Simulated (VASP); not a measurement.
# C in VASP: notebook, part 3 of 3

VASP 6.6.1. The steps go on from the part before.

**6. Single point, r2SCAN (biaxial strain in the a-b plane: -2.0 %, then relaxed in part)**

The input, POSCAR:

```
C
1.0
    2.4071233895      0.0000000000      0.0000000000
    0.0000000000      4.1678639284      0.0000000000
    0.0000000000      0.0000000000      7.1064922166
C
8
Direct
    0.5000000000      0.4166344319      0.7500000000
    0.5000000000      0.9166344319      0.2500000000
    0.5000000000      0.5833655681      0.2500000000
    0.5000000000      0.0833655681      0.7500000000
    0.0000000000      0.9166344319      0.7500000000
    0.0000000000      0.4166344319      0.2500000000
    0.0000000000      0.0833655681      0.2500000000
    0.0000000000      0.5833655681      0.7500000000
```

The input, INCAR.step1:

```
SYSTEM = C
ALGO = Normal
EDIFF = 1E-4
ENCUT = 520
GGA = PE
ISMEAR = 0
LASPH = .True.
LCHARG = .False.
LREAL = .False.
LWAVE = .True.
NBANDS = 26
NELM = 60
PREC = Accurate
SIGMA = 0.1
```

The input, INCAR.step2:

```
SYSTEM = C
ALGO = Normal
EDIFF = 1E-7
ENCUT = 520
ISIF = 2
ISMEAR = 0
ISTART = 1
LASPH = .True.
LCHARG = .False.
LMIXTAU = .True.
LREAL = .False.
LWAVE = .False.
METAGGA = R2SCAN
NBANDS = 26
NELM = 60
PREC = Accurate
SIGMA = 0.1
```

The input, KPOINTS:

```
k-points
0
Gamma
  14 8 6
  0 0 0
```

Potentials or basis: VASP PAW PBE potentials, release 64 (C).

Launch:

```
> cat potpaw_PBE.64/C/POTCAR > POTCAR
> cp INCAR.step1 INCAR
> mpirun -np 1 vasp_std > vasp.out
> cp INCAR.step2 INCAR
> mpirun -np 1 vasp_std > vasp.out
```

OUTCAR:

```text
SYSTEM = C
   EDIFF = 1E-7
   ENCUT = 520
   ISIF = 2
   ISMEAR = 0
   ISTART = 1
   LASPH = .True.
   LREAL = .False.
   METAGGA = R2SCAN
   NELM = 60
   PREC = Accurate

 ion  position               nearest neighbor table
   1  0.500  0.417  0.750-   4 1.39   8 1.39   8 1.39
   2  0.500  0.917  0.250-   3 1.39   7 1.39   7 1.39
   3  0.500  0.583  0.250-   2 1.39   6 1.39   6 1.39
   4  0.500  0.083  0.750-   1 1.39   5 1.39   5 1.39
   5  0.000  0.917  0.750-   8 1.39   4 1.39   4 1.39
   6  0.000  0.417  0.250-   7 1.39   3 1.39   3 1.39
   7  0.000  0.083  0.250-   6 1.39   2 1.39   2 1.39
   8  0.000  0.583  0.750-   5 1.39   1 1.39   1 1.39

  LATTYP: Found a simple orthorhombic cell.
 ALAT       =     2.4071233895
 B/A-ratio  =     1.7314708280
 C/A-ratio  =     2.9522758358

  Lattice vectors:

 A1 = (   2.4071233895,   0.0000000000,   0.0000000000)
 A2 = (   0.0000000000,   4.1678639284,   0.0000000000)
 A3 = (   0.0000000000,   0.0000000000,   7.1064922166)

Analysis of symmetry for initial positions (statically):
=====================================================================
 Subroutine PRICEL returns following result:

  LATTYP: Found a face centered orthorhombic cell.
 ALAT       =     2.4071233895
 B/A-ratio  =     1.7314708280
 C/A-ratio  =     2.9522758358

  Lattice vectors:

 A1 = (   0.0000000000,  -2.0839319642,  -3.5532461083)
 A2 = (   1.2035616948,   0.0000000000,  -3.5532461083)
 A3 = (   1.2035616948,  -2.0839319642,   0.0000000000)

   4 primitive cells build up your supercell.

 Routine SETGRP: Setting up the symmetry group for a
 simple orthorhombic supercell.

 Subroutine GETGRP returns: Found  8 space group operations
 (whereof  4 operations were pure point group operations)
[... 144 lines left out ...]
   EFERMI =   0.00;   METHOD = LEGACY
   ISMEAR =     0;   SIGMA  =   0.10  broadening in eV -4-tet -1-fermi 0-gaus
   EFERMI_NEDOS =   21; number of points for ismear=-14 and -15
   IALGO  =     38    algorithm
   IMIX   =      4    mixing-type and parameters
     AMIX     =   0.40;   BMIX     =  1.00
     AMIX_MAG =   1.60;   BMIX_MAG =  1.00
  volume/ion in A,a.u.               =       8.91        60.14
  Fermi-wavevector in a.u.,A,eV,Ry     =   1.253437  2.368652 21.376164  1.571104
  Thomas-Fermi vector in A             =   2.387290
   LORBIT       =      0    0 simple, 1 ext, 2 COOP (PROOUT), +10 PAW based schemes
   METAGGA = R2SCAN    functional components
   LHFCALC =     F    Hartree Fock is set to
   AEXX    =    0.0000 exact exchange contribution
   IVDW    =     0    specifies the selected vdW correction
   LEPSILON=     F    determine dielectric tensor
   LRPA    =     F    only Hartree local field effects (RPA)
 non-spin polarized calculation
 Gauss-broadening in eV      SIGMA  =   0.10
  energy-cutoff  :      520.00
  volume of cell :       71.30
 maximum number of plane-waves:      1948
 NGX is ok and might be reduce to    18
   NGX =  9   NGY = 15   NGZ = 27

 number of electron      32.0000002 magnetization

 Free energy of the ion-electron system (eV)
  ---------------------------------------------------
  ext. energy  EPLUGINS =         0.00000000
  ---------------------------------------------------
  free energy    TOTEN  =       -79.23559735 eV

  energy without entropy =      -79.23493042  energy(sigma->0) =      -79.23526388

 E-fermi :   4.4701     XC(G=0): -10.8611

 val. band max:        4.3993612604   @ k =   0.3571   0.0000   0.0000
 cond. band min:       4.5037354033   @ k =   0.3571   0.0000   0.0000
 fundamental gap:      0.1043741429
 Fermi energy:         4.4701253815

 k-point     1 :       0.0000    0.0000    0.0000
  band No.  band energies     occupation
      1     -16.8856      2.00000
      2     -16.7049      2.00000
      3     -11.0344      2.00000
      4     -10.9017      2.00000
      5      -9.9866      2.00000
      6      -9.8847      2.00000
[... 685 lines left out ...]
     25      14.9504      0.00000
     26      14.9504      0.00000

 [... further k-points ...]
[... 5 lines left out ...]
  --------------------------------------------------------------------------------------
  -------------------------------------------------------------------------------------
  Total       12.4469695     12.3256299     -0.0519313      0.0000000      0.0000000      0.0000000
  in kB      279.7093848    276.9826308     -1.1670042      0.0000000      0.0000000      0.0000000
  external PRESSURE =     185.1750038 kB  Pullay stress =       0.0000000 kB

 VOLUME and BASIS-vectors are now :
 -----------------------------------------------------------------------------
  energy-cutoff  :      520.00
  volume of cell :       71.30
      direct lattice vectors                 reciprocal lattice vectors
     2.407123390  0.000000000  0.000000000     0.415433627  0.000000000  0.000000000
     0.000000000  4.167863928  0.000000000     0.000000000  0.239931058  0.000000000
     0.000000000  0.000000000  7.106492217     0.000000000  0.000000000  0.140716400

 POSITION                                       TOTAL-FORCE (eV/Angst)
 -----------------------------------------------------------------------------------
      1.20356      1.73648      5.32987        -0.000000      0.000837     -0.000000
      1.20356      3.82041      1.77662         0.000000      0.000837      0.000000
      1.20356      2.43139      1.77662        -0.000000     -0.000837      0.000000
      1.20356      0.34746      5.32987        -0.000000     -0.000837      0.000000
      0.00000      3.82041      5.32987         0.000000      0.000837     -0.000000
      0.00000      1.73648      1.77662         0.000000      0.000837      0.000000
      0.00000      0.34746      1.77662         0.000000     -0.000837      0.000000
      0.00000      2.43139      5.32987        -0.000000     -0.000837      0.000000
 -----------------------------------------------------------------------------------
    total drift:                                0.000000      0.000000     -0.000000

  FREE ENERGIE OF THE ION-ELECTRON SYSTEM (eV)
  ---------------------------------------------------
  free  energy   TOTEN  =       -79.2355973456 eV

  energy  without entropy=      -79.2349304238  energy(sigma->0) =      -79.23526388
```

OUTCAR.step1:

```text
SYSTEM = C
   EDIFF = 1E-4
   ENCUT = 520
   GGA = PE
   ISMEAR = 0
[... 957 lines left out ...]
      0.00000      3.82041      5.32987        -0.000000      0.005721      0.000000
      0.00000      1.73648      1.77662         0.000000      0.005721      0.000000
      0.00000      0.34746      1.77662         0.000000     -0.005721     -0.000000
      0.00000      2.43139      5.32987         0.000000     -0.005721     -0.000000
 -----------------------------------------------------------------------------------
    total drift:                                0.000000      0.000000     -0.000000

  FREE ENERGIE OF THE ION-ELECTRON SYSTEM (eV)
  ---------------------------------------------------
  free  energy   TOTEN  =       -73.3935494111 eV

  energy  without entropy=      -73.3928153562  energy(sigma->0) =      -73.39318238
```

Run time: 20 min. Hardware: 1 thread of Intel Xeon 8259CL, shared host; peak memory 0.31 GiB.

What came out:

| Item | Value |
| --- | --- |
| Free energy | -79.2356 eV |
| Pressure | 18.5 GPa |

Caveat: the cell differs from its parent crystal (biaxial strain in the a-b plane: -2.0 %, then relaxed in part); the stress differs along the axes, from -0 to 28 GPa; the PAW data sets were made with another functional, which shifts forces and pressure a little.

**7. The runs side by side**

| cell | k mesh | pressure (GPa) |
| --- | --- | --- |
| a = 2.451, b = 2.451, c = 6.710 Å, angles 90.0, 90.0, 120.0°, 4 atoms, atomic positions A | 18 × 18 × 6 | 2.6 |
| a = 2.454, b = 2.454, c = 6.911 Å, angles 90.0, 90.0, 120.0°, 4 atoms, atomic positions A | 18 × 18 × 6 | 1.4 |
| a = 2.456, b = 2.456, c = 7.116 Å, angles 90.0, 90.0, 120.0°, 4 atoms, atomic positions A | 18 × 18 × 6 | 0.6 |
| a = 2.383, b = 4.125, c = 7.244 Å, 8 atoms, atomic positions B | 14 × 8 × 6 | 28.1 |
| a = 2.407, b = 4.168, c = 7.106 Å, 8 atoms, atomic positions B | 14 × 8 × 6 | 18.5 |

Alike in all rows: task single point; level r2SCAN; potentials or basis VASP PAW PBE potentials, release 64 (C); no spin polarisation; cutoff (eV) 520; smearing gaussian 0.1 eV.

Caveats: the PAW data sets were made with another functional, which shifts forces and pressure a little; the stress differs along the axes, from -1 to 43 GPa (at least some runs); the stress differs along the axes, from -0 to 28 GPa (at least some runs).

Absolute energies hang on the potentials; compare differences alone.
